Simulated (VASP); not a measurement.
Crystal: SrCa3.

```xyz
4
Lattice="5.7125 0.0000 0.0000 0.0000 5.7125 0.0000 0.0000 0.0000 5.7125" Properties=species:S:1:pos:R:3 pbc="T T T"
Ca    0.0000    0.0000    0.0000
Ca    0.0000    2.8563    2.8563
Ca    2.8563    0.0000    2.8563
Sr    2.8563    2.8563    0.0000
```

| Quantity | Value |
| --- | --- |
| Program | VASP 6.6.1 |
| Task | relaxation of volume and atoms at fixed shape |
| Functional | PBEsol |
| Potentials or basis | VASP PAW PBE potentials, release 64 (Ca_sv, Sr_sv) |
| Cutoff | 600 eV |
| k mesh | 4 × 4 × 4 |
| Occupations | methfessel-paxton, width 0.1 eV |
| Spin | no spin polarisation |

At the start: pressure -0.9 GPa; volume 46.60 Å³/atom.

Task: Where does the relaxation end?

Result: Over 3 steps the energy falls by 9.5 meV/atom and the volume is 43.44 Å³/atom (-6.8 %); space group Pm-3m (No. 221, to 0.1 Å) before and after.

Step by step:
```tsv
step	energy change (eV)	largest force (eV/Å)	pressure (GPa)	volume (Å³)
1	0.0000	0.0000	-0.94	186.41
2	-0.0311	0.0000	-0.42	179.12
3	-0.0381	0.0000	0.01	173.76
```

Final structure:
```yaml
crystal:
  lattice:
    - [5.58022, 0.00000, 0.00000]
    - [0.00000, 5.58022, 0.00000]
    - [0.00000, 0.00000, 5.58022]
  atoms:
    - { symbol: Ca, position: [0.00000, 0.00000, 0.00000] }
    - { symbol: Ca, position: [0.00000, 0.50000, 0.50000] }
    - { symbol: Ca, position: [0.50000, 0.00000, 0.50000] }
    - { symbol: Sr, position: [0.50000, 0.50000, 0.00000] }
```

Caveat: the PAW data sets were made with another functional, which shifts forces and pressure a little.
